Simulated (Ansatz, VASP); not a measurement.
## Na2ClF in VASP and in Ansatz

File POSCAR:

```
Na2ClF
1.0
    1.8461995965      1.0659038340      6.0367800175
   -1.8461995965      1.0659038340      6.0367800175
    0.0000000000     -2.1318076680      6.0367800175
F Cl Na
1 1 2
Direct
    1.0000000000      0.0000000000      0.0000000000
    0.5000000000      0.5000000000      0.5000000000
    0.2634375879      0.2634375879      0.2634375879
    0.7365624121      0.7365624121      0.7365624121
```

File INCAR.step1:

```
SYSTEM = Na2ClF
  PREC = Accurate
  ENCUT = 520
  ISMEAR = 0
  SIGMA = 0.01
  LREAL = .False.
  LASPH = .True.
  NELM = 80
  NBANDS = 22
  GGA = PE
  ALGO = Normal
  EDIFF = 1E-4
  LWAVE = .True.
  LCHARG = .False.
```

INCAR.step2

```
SYSTEM = Na2ClF
  PREC = Accurate
  ENCUT = 520
  EDIFF = 1E-6
  ISMEAR = 0
  SIGMA = 0.01
  LREAL = .False.
  LASPH = .True.
  NELM = 80
  ALGO = Normal
  ISIF = 2
  LWAVE = .False.
  LCHARG = .False.
  METAGGA = R2SCAN
  LMIXTAU = .True.
  NBANDS = 22
  ISTART = 1
```

File KPOINTS:

```
Automatic mesh
0
Gamma
  8 8 8
  0 0 0
```

Input for Ansatz:

```yaml
crystal:
  lattice:
    - [1.8461995965, 1.065903834, 6.0367800175]
    - [-1.8461995965, 1.065903834, 6.0367800175]
    - [0.0, -2.131807668, 6.0367800175]
  atoms:
    - { symbol: F, position: [1.0, 0.0, 0.0] }
    - { symbol: Cl, position: [0.5, 0.5, 0.5] }
    - { symbol: Na, position: [0.2634375879, 0.2634375879, 0.2634375879] }
    - { symbol: Na, position: [0.7365624121, 0.7365624121, 0.7365624121] }
kpoints:
  mp_grid: { grid: [8, 8, 8] }
hamiltonian:
  xc: r2scan
scf:
  occupations: { method: fixed }
  n_extra_bands: 5
output:
  forces: true
  stress: true
  eigenvalues: true
```

Alike in both runs: task single point; functional r2SCAN; k mesh 8 × 8 × 8; no spin polarisation.

|  | VASP | Ansatz |
| --- | --- | --- |
| version | VASP 6.6.1 | Ansatz 0.2.0 |
| potentials or method | VASP PAW PBE potentials, release 64 (F, Cl, Na_pv) | plane waves, PAW |
| plane-wave cutoff (eV) | 520 | 500 |
| occupations | gaussian, width 0.01 eV | fixed |
| valence electrons in the cell | 28 | 32 |

```tsv
	VASP	Ansatz	Ansatz less VASP
gap on the k mesh at the Fermi level (eV)	4.88	4.85	-0.030
pressure (GPa)	-2.2	-1.9	+0.34
rms of the force components (eV/Å)	0.024	0.025	+0.0008
```

VASP's potentials were made for PBE, not for r2SCAN. Atom by atom the forces differ by 0.001 eV/Å (rms over components). VASP's potentials hold 28 valence electrons a cell and Ansatz's 32, so a difference there can come from the potentials and not from the codes.
